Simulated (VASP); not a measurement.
Set up this calculation in VASP 6.6.1, as the native input.

```
Task                   : single point
Functional             : PBE
Potentials or basis    : VASP PAW PBE potentials, release 64 (Cd)
Cutoff                 : 520 eV
k mesh                 : 24 × 24 × 10
Occupations            : gaussian, width 0.15 eV
Spin                   : no spin polarisation
Dipole correction      : no
Further INCAR settings : ALGO = Fast; EDIFF = 1e-06; NBANDS = 19
```

The structure of Cd lies in POSCAR:

```
Cd
1.0
    2.9308177741      0.0000000000      0.0000000000
   -1.4654088870      2.5381626462      0.0000000000
    0.0000000000      0.0000000000      5.8033782397
Cd
2
Direct
    0.3333333333      0.6666666667      0.2500000000
    0.6666666667      0.3333333333      0.7500000000
```

This cell differs from its parent crystal: ratio of the length along z to the lengths across it x 1.05, volume and fractional coordinates fixed.

These files were run (other wordings do the same):

INCAR

```
ALGO = Fast
EDIFF = 1E-6
ENCUT = 520
GGA = PE
ISIF = 2
ISMEAR = 0
LASPH = True
LCHARG = False
LREAL = False
LWAVE = False
NBANDS = 19
NELM = 80
PREC = Accurate
SIGMA = 0.15
```

KPOINTS

```
k-points
0
Gamma
  24 24 10
```

Potentials or basis: VASP PAW PBE potentials, release 64 (Cd).

The run is started by

```console
$ cat potpaw_PBE.64/Cd/POTCAR > POTCAR
$ mpirun -np 1 vasp_std > vasp.out
```

It gave:

```
Pressure               : 4.3 GPa
Band gap on the k mesh : zero (bands 12 and 13 overlap by 4.68 eV)
```

Caveat: the cell stands under pressure.

Run time: 4.6 min on 1 thread of AMD EPYC 9755 128-Core Processor, with other jobs on the host, peak memory 0.32 GiB.
